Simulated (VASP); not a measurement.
The system is Ag.

```
CELL_PARAMETERS angstrom
0.00000 2.04500 2.04500
2.04500 0.00000 2.04500
2.04500 2.04500 0.00000
ATOMIC_POSITIONS crystal
Ag 0.00000 0.00000 0.00000
```

```yaml
Program: VASP 6.6.1
Task: relaxation of cell and atoms
Functional: PBEsol
Potentials_or_basis: VASP PAW PBE potentials, release 64 (Ag)
Cutoff: 500 eV
k_mesh: 9 × 9 × 9
Occupations: fermi-dirac, width 0.1 eV
Spin: no spin polarisation
```

At the start: pressure -3.3 GPa; volume 17.10 Å³/atom.

Task: Where does the relaxation end?

Result: Over 3 steps the energy falls by 5.3 meV/atom and the volume is 16.60 Å³/atom (-2.9 %); space group Fm-3m (No. 225, to 0.1 Å) before and after.

Step by step:
| step | energy change (eV) | largest force (eV/Å) | pressure (GPa) | volume (Å³) |
| --- | --- | --- | --- | --- |
| 1 | 0.0000 | 0.0000 | -3.25 | 17.10 |
| 2 | -0.0025 | 0.0000 | 2.65 | 16.26 |
| 3 | -0.0053 | 0.0000 | 0.00 | 16.60 |

Final structure:
```yaml
crystal:
  lattice:
    - [0.00000, 2.02483, 2.02483]
    - [2.02483, 0.00000, 2.02483]
    - [2.02483, 2.02483, 0.00000]
  atoms:
    - { symbol: Ag, position: [0.00000, 0.00000, 0.00000] }
```

Caveat: the PAW data sets were made with another functional, which shifts forces and pressure a little.
